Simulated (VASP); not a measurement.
Here is a VASP 6.6.1 calculation.

File INCAR:

```
PREC = Accurate
ENCUT = 600
EDIFF = 1E-6
ISMEAR = -1
SIGMA = 0.15
LREAL = F
LASPH = T
NELM = 200
ALGO = Normal
ISIF = 2
LWAVE = F
LCHARG = F
ISPIN = 2
MAGMOM = 2.1 2.1 0 0 0 0
LORBIT = 11
LMAXMIX = 4
LDAU = T
LDAUTYPE = 2
LDAUL = 2 -1
LDAUU = 5 0
LDAUJ = 0 0
LDAUPRINT = 1
GGA = PS
NBANDS = 37
GGA_COMPAT = F
```

File KPOINTS:

```
regular mesh
0
Gamma
  5 5 7
```

The input POSCAR:

```
CrO2
1.0
    4.4210000000      0.0000000000      0.0000000000
    0.0000000000      4.4210000000      0.0000000000
    0.0000000000      0.0000000000      2.9170000000
Cr O
2 4
Direct
    0.0000000000      0.0000000000      0.0000000000
    0.5000000000      0.5000000000      0.5000000000
    0.3010000000      0.3010000000      0.0000000000
    0.1990000000      0.8010000000      0.5000000000
    0.6990000000      0.6990000000      0.0000000000
    0.8010000000      0.1990000000      0.5000000000
```

Potentials or basis: VASP PAW PBE potentials, release 64 (Cr_pv, O).

The run is started by

```bash
$ cat potpaw_PBE.64/Cr_pv/POTCAR potpaw_PBE.64/O/POTCAR > POTCAR
$ mpirun -np 1 vasp_std > vasp.out
```

Problem. Estimate the net moment.

Solution. 4.00 μB per cell.

Problem. Estimate the site moments.

Solution. Cr +2.48; O -0.23 μB.

Problem. Predict the largest force.

Solution. 0.030 eV/Å.

Problem. Predict the band gap on the k mesh.

Solution. Zero (filled and empty bands overlap).

Eigenvalues of the final occupation matrices:
```tsv
site	spin	trace	eigenvalues
site 1 d	1	3.22	0.40 0.44 0.53 0.89 0.96
site 1 d	2	0.80	0.06 0.07 0.09 0.28 0.30
site 2 d	1	3.22	0.40 0.44 0.53 0.89 0.96
site 2 d	2	0.80	0.06 0.07 0.09 0.28 0.30
```

Caveat: the PAW data sets were made with another functional, which shifts forces and pressure a little; the run started ferromagnetic, and an antiferromagnetic order may lie lower in energy. The state reached can hang on the start; a lower one may exist.
